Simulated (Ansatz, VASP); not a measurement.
## One calculation of NiO, two programs

```xyz
2
Lattice="0.0000 2.1120 2.1120 2.1120 0.0000 2.1120 2.1120 2.1120 0.0000" Properties=species:S:1:pos:R:3 pbc="T T T"
Ni    0.0000    0.0000    0.0000
O     2.1120    2.1120    2.1120
```

Alike in both runs: functional r2SCAN; k mesh 10 × 10 × 10; occupations gaussian, width 0.02 eV; collinear spin; Hubbard terms Ni d U = 6.2 eV.

Ansatz relaxed the structure, and its values are those at the end. VASP's run is a single point on that final structure, the one shown.

```csv
,VASP,Ansatz
version,VASP 6.6.1,Ansatz 0.2.0
potentials or method,"VASP PAW PBE potentials, release 64 (Ni_sv_GW, O), cutoff 660 eV","scalar-relativistic, plane waves, PAW"
valence electrons in the cell,24,24
```

```tsv
	VASP	Ansatz	Ansatz less VASP
gap on the k mesh at the Fermi level (eV)	2.84	2.73	-0.114
least direct gap on the mesh (eV)	4.02	3.89	-0.126
pressure (GPa)	-3.0	0.0	+3.05
net moment per atom (μB)	1.00	1.00	0.000
size of the moment on the site where the two differ most (μB)	1.83	1.78	-0.053
```

VASP's potentials were made for PBE, not for r2SCAN. Site moments also hang on the region over which each program counts them. The programs project onto different local orbitals, so the same U acts differently, and such runs can settle in different states.
